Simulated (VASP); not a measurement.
## H5C10F: single point with PBE

Slab: H5C10F, a slab with vacuum.

```
H C F
1.0
     5.04874    0.00000    0.00000
     0.00000    5.04874    0.00000
     0.00000    0.00000   15.83556
H C F
10 20 2
Direct
  0.42779 0.00000 0.06315
  0.07222 0.00000 0.06315
  0.92780 0.00000 0.06315
  0.57222 0.00000 0.06315
  0.42779 0.50001 0.06315
  0.07222 0.50001 0.06315
  0.92780 0.50001 0.06315
  0.57222 0.50001 0.06315
  0.26502 0.48553 0.38658
  0.74108 0.57618 0.38191
  0.25000 0.00000 0.10323
  0.75001 0.00000 0.10323
  0.25000 0.50001 0.10323
  0.75001 0.50001 0.10323
  0.25000 0.25000 0.15959
  0.75001 0.25000 0.15959
  0.25000 0.75001 0.15959
  0.75001 0.75001 0.15959
  0.99309 0.25113 0.21537
  0.51858 0.27005 0.21298
  0.00976 0.74838 0.22093
  0.51108 0.76665 0.21737
  0.01614 0.00965 0.27254
  0.50486 0.03712 0.27594
  0.98400 0.49561 0.27093
  0.50739 0.49404 0.26845
  0.23846 0.10945 0.32323
  0.76966 0.10068 0.32478
  0.24988 0.40856 0.32236
  0.73921 0.43345 0.32669
  0.24901 0.99068 0.40563
  0.74565 0.01122 0.40132
```

```
Program             : VASP 6.6.1
Task                : single point
Functional          : PBE
Potentials or basis : VASP PAW PBE potentials, release 64 (H, C, F)
Cutoff              : 520 eV
k mesh              : 2 × 2 × 1
Occupations         : fermi-dirac, width 0.05 eV
Spin                : no spin polarisation
```

The largest force is 8.992 eV/Å and the band gap on the k mesh is 2.26 eV, direct.

Forces in eV/Å, atoms in the order of the input:
```
H   -8.953 -0.065  0.090
H    8.946  0.049  0.039
H   -8.968  0.052  0.067
H    8.947 -0.062  0.071
H   -8.992  0.033  0.036
H    8.951  0.114  0.026
H   -8.926  0.114  0.055
H    8.894  0.013  0.122
H   -0.195  0.236  0.121
H   -0.023 -1.634 -0.055
C   -0.237  0.060  1.221
C    0.062 -0.124  0.896
C   -0.115 -0.042  1.054
C    0.273  0.145  1.027
C    0.487  0.814 -1.868
C    1.336 -0.082 -3.076
C    1.008  0.508  0.037
C    1.055  1.160 -0.247
C    1.718  0.431 -3.160
C   -4.008 -3.200 -1.501
C   -1.141  0.598 -0.952
C   -1.755 -1.175  1.619
C   -2.874  1.915  0.659
C    1.032 -1.113 -1.947
C    2.678 -1.756  2.141
C   -1.438  1.151  2.658
C    4.253 -2.142  0.495
C   -3.266  1.253 -1.698
C   -1.011  2.653 -0.340
C    2.122  1.395 -1.282
F   -0.350  0.451 -0.302
F    0.489 -1.748  3.994
```

Levels at points of the mesh, in eV from the valence-band top:
```
           k point  band 50  band 51  band 52  band 53  band 54  band 55
(0.00, 0.00, 0.00)    -2.01    -0.55     0.00     2.26     3.40     3.80
(0.50, 0.00, 0.00)    -2.47    -2.12    -1.86     3.45     3.49     4.37
(0.00, 0.50, 0.00)    -1.94    -0.17    -0.03     3.05     3.18     3.42
(0.50, 0.50, 0.00)    -2.87    -2.58    -2.55     4.09     4.15     4.21
```

It took 3 min on 1 thread of Intel(R) Xeon(R) 6975P-C (Granite Rapids), on a shared host, peak memory 0.44 GiB.

Caveat: the k points lie up to 0.62 Å⁻¹ apart.
